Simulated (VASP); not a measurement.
CdO2, 3 atoms in the cell. It takes space group P-3m1 (No. 164, trigonal). Conventional cell: a = 3.476 Å, b = 3.476 Å, c = 4.148 Å, α = 90.00°, β = 90.00°, γ = 120.00°. Cd (site symmetry -3m) has 6 O at 2.25 Å within 3.0 Å. O (site symmetry 3m) has 3 Cd at 2.25 Å and 6 O at 2.85 to 2.92 Å within 3.0 Å. 

| Property | Result |
| --- | --- |
| Program | VASP 6.6.1 |
| Task | relaxation of cell and atoms |
| Functional | r2SCAN |
| Potentials or basis | VASP PAW PBE potentials, release 64 (Cd, O) |
| Cutoff | 600 eV |
| k mesh | 9 × 9 × 6 |
| Occupations | fermi-dirac, width 0.1 eV |
| Spin | no spin polarisation |
| Dipole correction | no |
| Further INCAR settings | ALGO = Normal; EDIFF = 1e-06; IBRION = 2; EDIFFG = -0.005; NSW = 80; ISIF = 3 |

Potentials or basis: VASP PAW PBE potentials, release 64 (Cd, O).

Launch:

```console
$ cat potpaw_PBE.64/Cd/POTCAR potpaw_PBE.64/O/POTCAR > POTCAR
$ cp INCAR.step1 INCAR
$ mpirun -np 1 vasp_std > vasp.out
$ cp INCAR.step2 INCAR
$ mpirun -np 1 vasp_std > vasp.out
```

Hardware: 1 thread of AMD EPYC 9R45 96-Core Processor (Zen 5), with other jobs on the host.

Q: Estimate the wall time of this run.

A: It took 25 min on 1 thread of AMD EPYC 9R45 96-Core Processor (Zen 5) (shared host), peak memory 0.2 GiB. Counts: k points 62, ion steps 19.
